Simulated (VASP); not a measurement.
Set up this calculation in VASP 6.6.1, as the native input.

* Task: single point
* Functional: PBE
* Potentials or basis: VASP PAW PBE potentials, release 64 (C, Si)
* Cutoff: 520 eV
* k mesh: 2 × 2 × 1
* Occupations: fermi-dirac, width 0.02 eV
* Spin: collinear spin
* Starting moments: [0.0, 0.0, 0.0, 0.0, 0.0, 0.0, 0.0, 0.0, 0.0, 0.0, 0.0, 0.0, 0.0, 0.0, 0.0, 0.0, 0.0, 0.0, 1.0] μB
* Dipole correction: no
* Further INCAR settings: LREAL = Auto; ALGO = Normal; EDIFF = 1e-07; NBANDS = 57

The structure of SiC18 lies in POSCAR:

```
SiC18
1.0
    7.3980000000      0.0000000000      0.0000000000
   -3.6990000000      6.4068560000      0.0000000000
    0.0000000000      0.0000000000     11.0000000000
C Si
18 1
Direct
    0.0052087393      0.0018080144      0.0865832390
    0.2267973418      0.1117343011      0.0859671288
    0.0040563392      0.3347196276      0.0859289585
    0.2256610760      0.4446568090      0.0865547630
    0.0049725698      0.6677432043      0.0909323550
    0.2258271846      0.7786673627      0.0909206075
    0.3377202874      0.0008924296      0.0892813623
    0.5599713507      0.1127706282      0.0898817572
    0.3368855623      0.3333119696      0.0860862821
    0.5579659706      0.4426295177      0.0912497168
    0.3350614346      0.6658044360      0.0922633217
    0.5590680314      0.7797962423      0.0959813918
    0.6729027722      0.0038305308      0.0912856777
    0.8939898665      0.1131570509      0.0860703047
    0.6708488103      0.3336639505      0.0898652820
    0.8931203664      0.4455357805      0.0892691079
    0.6717094424      0.6665954998      0.0959886055
    0.8957362536      0.7806310211      0.0923277286
    0.6159267008      0.7238247239      0.2790171095
```

These files were run (other wordings do the same):

INCAR

```
SYSTEM = SiC18
PREC = Accurate
ENCUT = 520
EDIFF = 1E-7
ISMEAR = -1
SIGMA = 0.02
LREAL = Auto
LASPH = .True.
NELM = 150
ALGO = Normal
ISIF = 2
LWAVE = .False.
LCHARG = .False.
ISPIN = 2
MAGMOM = 0 0 0 0 0 0 0 0 0 0 0 0 0 0 0 0 0 0 1
LORBIT = 11
GGA = PE
NBANDS = 57
```

KPOINTS

```
regular mesh
0
Gamma
  2 2 1
  0 0 0
```

Potentials or basis: VASP PAW PBE potentials, release 64 (C, Si).

Launch:

```sh
$ cat potpaw_PBE.64/C/POTCAR potpaw_PBE.64/Si/POTCAR > POTCAR
$ mpirun -np 1 vasp_std > vasp.out
```

It gave:

| Property | Result |
| --- | --- |
| Largest force | 0.113 eV/Å |
| Net moment | 0.53 μB per cell |
| Site moments | C -0.00, +0.00, +0.01, -0.01 (each value once); Si +0.18 μB |
| Valence electrons inside the program's atomic spheres | C 2.66, 2.65, 2.64 (each value once); Si 1.54 |

Caveat: the k points lie up to 0.49 Å⁻¹ apart; there is no dipole correction, which matters where the two faces differ.

It took 7.5 min on 1 thread of Intel(R) Xeon(R) Platinum 8488C (Sapphire Rapids) (shared host), peak memory 0.79 GiB.
